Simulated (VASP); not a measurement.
# ZnCu: electric field gradients with PBE

ZnCu:

```xyz
2
Lattice="2.9450 0.0000 0.0000 0.0000 2.9450 0.0000 0.0000 0.0000 2.9450" Properties=species:S:1:pos:R:3 pbc="T T T"
Zn    1.4725    1.4725    1.4725
Cu    0.0000    0.0000    0.0000
```

```yaml
Program: VASP 6.6.1
Task: electric field gradients
Functional: PBE
Potentials_or_basis: VASP PAW PBE potentials, release 64 (Zn, Cu)
Cutoff: 520 eV
k_mesh: 14 × 14 × 14
Occupations: fermi-dirac, width 0.05 eV
Spin: no spin polarisation
Dipole_correction: no
Further_INCAR_settings: ALGO = Normal; EDIFF = 1e-08; NBANDS = 18
```

- Pressure: 2.8 GPa

Levels at points of the mesh, in eV from the Fermi level:
```
           k point  band 8  band 9  band 10  band 11  band 12  band 13  band 14  band 15  band 16  band 17
(0.00, 0.00, 0.00)   -3.60   -2.75    -2.75    -2.75     6.21     6.21     6.21    11.24    11.24    12.26
(0.50, 0.00, 0.00)   -3.71   -3.30    -3.30    -2.83    -2.03    11.69    11.69    12.33    12.33    13.43
(0.50, 0.50, 0.00)   -2.90   -2.90    -2.52    -1.91    -1.91     1.74     2.09    13.92    15.51    15.51
(0.50, 0.50, 0.50)   -4.31   -2.50    -2.50     3.84     4.32     4.32     4.32     4.50     4.50     4.50
```

Run time: 22 s on 1 thread of Intel(R) Xeon(R) Platinum 8559C (Emerald Rapids) (shared host), peak memory 0.17 GiB.

Caveat: without QUAD_EFG the Cq values of the log hold for a quadrupole moment of 1 mb, not for the nuclei.
